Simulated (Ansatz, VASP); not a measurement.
# SnRu: VASP beside Ansatz

```
Sn Ru
1.0
     3.24727    0.00000    0.00000
    -1.62364    2.81222    0.00000
     0.00000    0.00000    3.93385
Sn Ru
1 1
Direct
  0.66667 0.33333 0.50000
  0.33333 0.66667 0.00000
```

Alike in both runs: functional PBE; k mesh 6 × 6 × 4; occupations gaussian, width 0.1 eV; no spin polarisation.

Ansatz relaxed the structure, and its values are those at the end. VASP's run is a single point on that final structure, the one shown.

|  | VASP | Ansatz |
| --- | --- | --- |
| version | VASP 6.6.1 | Ansatz 0.2.0 |
| potentials or method | VASP PAW PBE potentials, release 64 (Sn_d, Ru_pv), cutoff 520 eV | scalar-relativistic, plane waves, PAW |
| valence electrons in the cell | 28 | 30 |

```tsv
	VASP	Ansatz	Ansatz less VASP
gap on the k mesh at the Fermi level (eV)	none	none	-
pressure (GPa)	0.4	0.3	-0.05
```

A gap of «none» marks a metal or a gap that the smearing closes. With one functional, cell and mesh, what is left measures potentials, basis and numerics. VASP's potentials hold 28 valence electrons a cell and Ansatz's 30, so a difference there can come from the potentials and not from the codes.

The k mesh is coarse, so the values compare programs but aren't converged.
